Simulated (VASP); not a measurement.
# Ta7Mo9 in VASP: further runs, part 3 of 3

VASP 6.6.1.

### Step 4. Single point, PBE

INCAR reads:

```
SYSTEM = Ta7Mo9
PREC     = Accurate       ! precision mode
ENCUT    = 400            ! plane-wave cutoff, eV
EDIFF    = 1E-6           ! SCF threshold, eV
ISMEAR   = -1             ! smearing method
SIGMA    = 0.2758         ! smearing width, eV
LREAL    = Auto         
LASPH    = .True.         ! aspherical terms in the spheres
NELM     = 120            ! most SCF steps
ALGO     = Normal         ! electronic algorithm
ISIF     = 2              ! what is computed and relaxed
LWAVE    = .False.        ! write WAVECAR
LCHARG   = .False.        ! write CHGCAR
GGA      = PE             ! functional
NBANDS   = 116            ! bands
ISYM     = -1           
GGA_COMPAT= .False.
```

KPOINTS reads:

```
explicit points
1
Reciprocal
  0.25000000   0.25000000   0.25000000 1
```

POSCAR reads:

```
Ta7Mo9
1.0
    6.4357620000      0.0753480000     -0.1865720000
    0.0753480000      6.5467160000      0.2328530000
   -0.1865720000      0.2328530000      6.2967750000
Mo Ta
9 7
Direct
    0.4918738466      0.8274478638      0.6990896403
    0.7394846775      0.5607539488      0.8884938553
    0.4519374515      0.7554587144      0.2257207930
    0.5632650837      0.2944962962      0.2062781578
   -0.0587238464      0.7286858985      0.1894031591
    0.2246378107      0.9878882120      0.9597575571
    0.0164594656      0.2483624657      0.1643323654
    0.2282851440      0.5378664288      0.9395086857
    0.2224812696      0.0399645611      0.4222056382
    1.0259781426      0.2988923392      0.6830504212
    0.0179172273      0.7877447740      0.7254089783
    0.4743813190      0.2626963568      0.7458992320
    0.2634911341      0.5302633463      0.4446192943
    0.7240059270      0.5059726910      0.4799426651
    0.7661814308     -0.0123609288      0.4190766355
    0.7782686204      0.9929121467      0.9586141415
```

Potentials or basis: VASP PAW PBE potentials, release 64 (Mo_sv, Ta_pv).

Run with:

```bash
cat potpaw_PBE.64/Mo_sv/POTCAR potpaw_PBE.64/Ta_pv/POTCAR > POTCAR
mpirun -np 1 vasp_std > vasp.out
```

OUTCAR:

```text
SYSTEM = Ta7Mo9
   PREC = Accurate
   ENCUT = 400
   EDIFF = 1E-6
   ISMEAR = -1
   LREAL = Auto
   LASPH = .True.
   NELM = 120
   ISIF = 2
   GGA = PE
   ISYM = -1

 ion  position               nearest neighbor table
   1  0.492  0.827  0.699-   2 2.52   9 2.68  16 2.69   6 2.70  15 2.74  12 2.89   8 2.97  13 2.97
                            14 3.02   3 3.05  11 3.08   3 3.34  11 3.38
   2  0.739  0.561  0.888-   1 2.52   5 2.56  11 2.57  14 2.62  12 2.79   4 2.86  16 2.91  10 2.91
                             7 3.06   8 3.14   3 3.21   8 3.33
   3  0.452  0.755  0.226-  13 2.35   6 2.55  14 2.73   8 2.74   9 2.76  15 2.83   1 3.05   4 3.10
                            16 3.14   5 3.17   2 3.21   5 3.29   1 3.34
   4  0.563  0.294  0.206-  14 2.48  15 2.62   2 2.86  12 2.95   7 2.96  16 2.97  13 2.98   8 3.01
                             3 3.10   9 3.10   6 3.38  12 3.47
   5  0.941  0.729  0.189-  16 2.37   2 2.56  15 2.59  14 2.73  13 2.79   8 2.82   6 2.90  11 2.99
                             9 3.14   3 3.17   7 3.19   3 3.29  11 3.44   7 3.44
   6  0.225  0.988  0.960-  11 2.41   3 2.55   7 2.61   1 2.70  12 2.77  10 2.82  16 2.87   5 2.90
                             8 2.96   9 2.96   9 3.38   4 3.38
   7  0.016  0.248  0.164-   9 2.37   6 2.61  16 2.65   8 2.72  15 2.85   4 2.96  10 3.03  13 3.06
                             2 3.06   5 3.19  10 3.31  14 3.34   5 3.44
   8  0.228  0.538  0.940-  11 2.39  10 2.64   7 2.72   3 2.74  12 2.77   5 2.82   6 2.96   1 2.97
                             4 3.01   2 3.14  13 3.14  13 3.18   2 3.33
   9  0.222  0.040  0.422-   7 2.37   1 2.68   3 2.76  10 2.78  11 2.84   6 2.96  15 2.96  12 3.01
                             4 3.10   5 3.14  13 3.24  13 3.34   6 3.38  15 3.51
  10  0.026  0.299  0.683-  14 2.57  13 2.63   8 2.64   9 2.78   6 2.82  12 2.89   2 2.91   7 3.03
                            16 3.09  15 3.17  11 3.23   7 3.31  11 3.34
  11  0.018  0.788  0.725-   8 2.39   6 2.41   2 2.57  16 2.61  15 2.69   9 2.84   5 2.99  13 3.02
                             1 3.08  14 3.10  10 3.23  10 3.34   1 3.38   5 3.44
  12  0.474  0.263  0.746-  13 2.76   8 2.77   6 2.77   2 2.79  16 2.82  14 2.82   1 2.89  10 2.89
                             4 2.95   9 3.01  15 3.44   4 3.47
  13  0.263  0.530  0.445-   3 2.35  10 2.63  12 2.76   5 2.79  14 2.96   1 2.97   4 2.98  11 3.02
                             7 3.06   8 3.14   8 3.18   9 3.24   9 3.34  14 3.50
  14  0.724  0.506  0.480-   4 2.48  10 2.57   2 2.62   5 2.73   3 2.73  12 2.82  13 2.96   1 3.02
                            11 3.10  15 3.17   7 3.34  15 3.45  13 3.50
  15  0.766  0.988  0.419-   5 2.59   4 2.62  11 2.69   1 2.74   3 2.83   7 2.85  16 2.91   9 2.96
[... 124 lines left out ...]

 number of electron     203.0000010 magnetization

 Free energy of the ion-electron system (eV)
  ---------------------------------------------------
  ext. energy  EPLUGINS =         0.00000000
  ---------------------------------------------------
  free energy    TOTEN  =      -175.49153687 eV

  energy without entropy =     -171.98676618  energy(sigma->0) =     -173.73915152

 E-fermi :   9.3380     XC(G=0): -12.9927

 val. band max:        9.2501111619   @ k =   0.2500   0.2500   0.2500
 cond. band min:       9.5060492492   @ k =   0.2500   0.2500   0.2500
 fundamental gap:      0.2559380874
 Fermi energy:         9.3380045090

 k-point     1 :       0.2500    0.2500    0.2500
  band No.  band energies     occupation
      1     -51.3963      2.00000
      2     -51.3339      2.00000
      3     -51.2465      2.00000
      4     -51.2140      2.00000
      5     -51.1720      2.00000
      6     -51.1404      2.00000
[... 105 lines left out ...]
    112      10.9252      0.00631
    113      11.0434      0.00412
 [bands above 113 left out]

------------------------ aborting loop because EDIFF is reached ----------------------------------------

  FORCE on cell =-STRESS in cart. coord.  units (eV):
  Direction    XX          YY          ZZ          XY          YZ          ZX
  --------------------------------------------------------------------------------------
  -------------------------------------------------------------------------------------
  Total       26.0935179     29.2228707     35.0635005     -2.8568940     -6.6857444      9.0532597
  in kB      157.9487717    176.8913092    212.2456948    -17.2932948    -40.4700173     54.8010142
  external PRESSURE =     182.3619252 kB  Pullay stress =       0.0000000 kB

 VOLUME and BASIS-vectors are now :
 -----------------------------------------------------------------------------
  energy-cutoff  :      400.00
  volume of cell :      264.68
      direct lattice vectors                 reciprocal lattice vectors
     6.435762000  0.075348000 -0.186572000     0.155540365 -0.001956651  0.004680982
     0.075348000  6.546716000  0.232853000    -0.001956651  0.152974127 -0.005714916
    -0.186572000  0.232853000  6.296775000     0.004680982 -0.005714916  0.159161488

 POSITION                                       TOTAL-FORCE (eV/Angst)
 -----------------------------------------------------------------------------------
      3.09750      5.61691      4.50291        -0.922610     -1.636494     -0.624919
      4.63563      3.93370      5.58725        -0.571755     -1.938999      2.420781
      2.92337      5.03239      1.51291         2.505330      1.223691     -1.850828
      3.60874      2.01846      1.26237        -1.639653     -0.565462     -1.927215
      6.07740      4.88553      1.18669         2.857703     -1.782814      2.077006
      1.34109      6.70783      6.23150         2.252128      3.422386      0.739152
[... 8 lines left out ...]
      4.92719      6.62111      2.72586        -2.047731      2.728901      1.287346
      4.90471      6.78217      6.12218        -3.177914      3.140109     -0.903562
 -----------------------------------------------------------------------------------
    total drift:                                0.004000     -0.000556     -0.000638

  FREE ENERGIE OF THE ION-ELECTRON SYSTEM (eV)
  ---------------------------------------------------
  free  energy   TOTEN  =      -175.4915368707 eV

  energy  without entropy=     -171.9867661792  energy(sigma->0) =     -173.73915152
```

OSZICAR:

```text
N       E                     dE             d eps       ncg     rms          rms(c)
DAV:   1     0.238859068870E+04    0.23886E+04   -0.10450E+05   232   0.154E+03
DAV:   2    -0.269665926955E+02   -0.24156E+04   -0.23599E+04   244   0.538E+02
DAV:   3    -0.177156979175E+03   -0.15019E+03   -0.14377E+03   312   0.119E+02
[... 21 lines left out ...]
DAV:  25    -0.175491531937E+03   -0.19092E-05   -0.19124E-05   128   0.209E-04    0.991E-05
DAV:  26    -0.175491533534E+03   -0.15964E-05   -0.15944E-05   128   0.142E-04    0.702E-05
DAV:  27    -0.175491534855E+03   -0.13207E-05   -0.13196E-05   128   0.110E-04    0.562E-05
DAV:  28    -0.175491535915E+03   -0.10601E-05   -0.10580E-05   128   0.916E-05    0.353E-05
DAV:  29    -0.175491536871E+03   -0.95602E-06   -0.95546E-06   128   0.643E-05
   1 F= -.17549154E+03 E0= -.17373915E+03  d E =-.350477E+01
```

stdout:

```text
POSCAR found type information on POSCAR MoTa
 POSCAR found :  2 types and      16 ions
 scaLAPACK will be used
 LDA part: xc-table for (Slater+PW92), standard interpolation
 POSCAR, INCAR and KPOINTS ok, starting setup
 FFT: planning ... GRIDC
 FFT: planning ... GRID_SOFT
 FFT: planning ... GRID
 WAVECAR not read
 entering main loop
```

Wall time 4.1 min (1 thread of AMD EPYC 7R13, shared host); peak memory 0.25 GiB.

Results:

```
Free energy            : -175.4915 eV
Pressure               : 18.2 GPa
Largest force          : 5.204 eV/Å
Band gap on the k mesh : zero (an odd number of electrons rules out a gap without spin polarisation)
```

Forces on the atoms (eV/Å):
```
Mo  -0.923 -1.636 -0.625
Mo  -0.572 -1.939  2.421
Mo   2.505  1.224 -1.851
Mo  -1.640 -0.565 -1.927
Mo   2.858 -1.783  2.077
Mo   2.252  3.422  0.739
Mo  -1.491  1.973  0.983
Mo   2.048 -1.538  1.868
Mo   2.036 -0.607  0.737
Ta  -0.817 -2.477  1.044
Ta  -0.735 -0.837 -5.084
Ta   1.242 -0.798 -0.199
Ta  -1.459 -1.221  0.557
Ta  -0.079  0.913 -1.123
Ta  -2.048  2.729  1.287
Ta  -3.178  3.140 -0.904
```

Stress tensor (GPa, compression positive):
```
15.79 -1.73  5.48
-1.73 17.69 -4.05
 5.48 -4.05 21.22
```

Caveat: the atoms stand as in a frame of molecular dynamics; so wide a smearing shifts energies and pressures; spin-orbit coupling is left out, which moves the levels of the heavy elements.

### Step 5. Single point, PBE

INCAR reads:

```
SYSTEM = Ta7Mo9
ALGO = Normal ; EDIFF = 1E-6
ENCUT = 400 ; GGA = PE
GGA_COMPAT = .False. ; ISIF = 2
ISMEAR = -1 ; ISYM = -1
LASPH = .True. ; LCHARG = .True.
LELF = .True. ; LREAL = Auto
LVHAR = .True. ; LWAVE = .False.
NBANDS = 116 ; NELM = 120
PREC = Accurate ; SIGMA = 0.2758
```

KPOINTS is that of step 4.

POSCAR reads:

```
Ta7Mo9
1.0
    6.4357620000      0.0753480000     -0.1865720000
    0.0753480000      6.5467160000      0.2328530000
   -0.1865720000      0.2328530000      6.2967750000
Mo Ta
9 7
Direct
    0.5134716800      0.7822617106      0.6893605778
    0.7369238730      0.5288159475      0.9272606979
    0.5548747953      0.7948822917      0.2319475246
    0.5644408379      0.2741022970      0.1645742962
    0.0246536389      0.6994390719      0.2587702741
    0.2994399643      0.9845650524      0.9721627638
   -0.0178642437      0.2546675754      0.1832733301
    0.2787862440      0.5509274079      0.9806733776
    0.2730634895      0.0214815676      0.3937526677
    1.0738571949      0.2345292367      0.7468089376
    0.0101081654      0.7756834139      0.7598671845
    0.5217443863      0.2351003290      0.7031067613
    0.2713585865      0.4689427338      0.4086903521
    0.7146482828      0.5150398903      0.4808518290
    0.7722998742      0.0311193632      0.4422365886
    0.7711313039      1.0190248116      0.9427353725
```

Run with:

```bash
cat potpaw_PBE.64/Mo_sv/POTCAR potpaw_PBE.64/Ta_pv/POTCAR > POTCAR
mpirun -np 1 vasp_std > vasp.out
```

Run time: 3.4 min. Hardware: 1 thread of AMD EPYC 7R13, shared host; peak memory 0.25 GiB.

Results (log left out):

| Quantity | Value |
| --- | --- |
| Free energy | -174.9544 eV |
| Pressure | 18.7 GPa |
| Largest force | 5.554 eV/Å |
| Band gap on the k mesh | zero (an odd number of electrons rules out a gap without spin polarisation) |

Forces in eV/Å, atoms in the order of the input:
```
Mo  -1.448  0.279  0.479
Mo   2.246 -0.155  0.966
Mo  -1.839 -1.894 -2.466
Mo  -3.356  0.733  1.083
Mo  -2.308  4.361 -2.550
Mo  -0.864  1.141  0.125
Mo   2.821  1.045  1.005
Mo   0.471 -1.589 -1.582
Mo  -0.907 -0.381  1.944
Ta  -1.891  1.809 -1.757
Ta   1.401 -1.246 -2.903
Ta  -2.083  1.850 -0.585
Ta   1.659 -1.351  2.929
Ta   3.806 -0.925 -0.197
Ta   1.302 -1.158  1.161
Ta   0.990 -2.520  2.348
```

Stress tensor (GPa, compression positive):
```
18.63 -3.50  3.53
-3.50 18.91 -4.37
 3.53 -4.37 18.70
```

Levels at points of the mesh, in eV from the Fermi level:
```
           k point  band 99  band 100  band 101  band 102  band 103  band 104  band 105  band 106
(0.25, 0.25, 0.25)    -0.42     -0.29     -0.24     -0.03      0.11      0.33      0.44      0.53
```

Caveat: the atoms stand as in a frame of molecular dynamics; so wide a smearing shifts energies and pressures; spin-orbit coupling is left out, which moves the levels of the heavy elements.

### Step 6. Summary

| cell | smearing | gap on the mesh (eV) | pressure (GPa) | largest force (eV/Å) |
| --- | --- | --- | --- | --- |
| as given, atomic positions A | fermi-dirac 0.3835 eV | none | 22.8 | 6.31 |
| as given, atomic positions B | fermi-dirac 0.2758 eV | none | 17.9 | 4.90 |
| as given, atomic positions C | fermi-dirac 0.2758 eV | none | 18.2 | 5.20 |
| as given, atomic positions D | fermi-dirac 0.2758 eV | none | 18.7 | 5.55 |

Alike in all rows: task single point; level PBE; potentials or basis VASP PAW PBE potentials, release 64 (Mo_sv, Ta_pv); no spin polarisation; k mesh 1 × 1 × 1, shifted; cutoff (eV) 400.

Caveats: the atoms stand as in a frame of molecular dynamics; so wide a smearing shifts energies and pressures; spin-orbit coupling is left out, which moves the levels of the heavy elements.

Total energies depend on the potentials used, so only differences within one code and one set of settings carry meaning.

The gap in the log of VASP goes by the Fermi energy; the results here count the filled bands.